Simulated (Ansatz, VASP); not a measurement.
Li2S in VASP and in Ansatz

The input INCAR:

```
  PREC = Accurate
  ENCUT = 750
  EDIFF = 1E-6
  ISMEAR = -1
  SIGMA = 0.2
  LREAL = F
  LASPH = T
  NELM = 120
  ALGO = Normal
  ISIF = 2
  LWAVE = F
  LCHARG = T
  GGA = PE
  LELF = T
  LVHAR = T
  NBANDS = 13
  GGA_COMPAT = F
```

Contents of KPOINTS:

```
regular mesh
0
Gamma
  6 6 6
```

File POSCAR:

```
Li2S
1.0
    0.0000000000      2.8452943747      2.8452943747
    2.8452943747      0.0000000000      2.8452943747
    2.8452943747      2.8452943747      0.0000000000
Li S
2 1
Direct
    0.2500000000      0.2500000000      0.2500000000
    0.7500000000      0.7500000000      0.7500000000
    0.0000000000      0.0000000000      0.0000000000
```

Input for Ansatz:

```yaml
crystal:
  lattice:
    - [0.0, 2.8452943747, 2.8452943747]
    - [2.8452943747, 0.0, 2.8452943747]
    - [2.8452943747, 2.8452943747, 0.0]
  atoms:
    - { symbol: Li, position: [0.25, 0.25, 0.25] }
    - { symbol: Li, position: [0.75, 0.75, 0.75] }
    - { symbol: S, position: [0.0, 0.0, 0.0] }
kpoints:
  mp_grid: { grid: [6, 6, 6] }
hamiltonian:
  xc: pbe
scf:
  occupations: { method: fermi_dirac, width: 0.2 }
  n_extra_bands: 4
output:
  forces: true
  stress: true
  eigenvalues: true
```

Alike in both runs: task single point; functional PBE; k mesh 6 × 6 × 6; occupations fermi-dirac, width 0.2 eV; no spin polarisation.

|  | VASP | Ansatz |
| --- | --- | --- |
| version | VASP 6.6.1 | Ansatz 0.2.0 |
| potentials or method | VASP PAW PBE potentials, release 64 (Li_sv, S) | plane waves |
| plane-wave cutoff (eV) | 750 | 420 |
| valence electrons in the cell | 12 | 12 |

Ansatz gave:

| Property | Result |
| --- | --- |
| pressure (GPa) | 0.3 |

Task: Which values does VASP return?

Result: Pressure (GPa): 0.2.
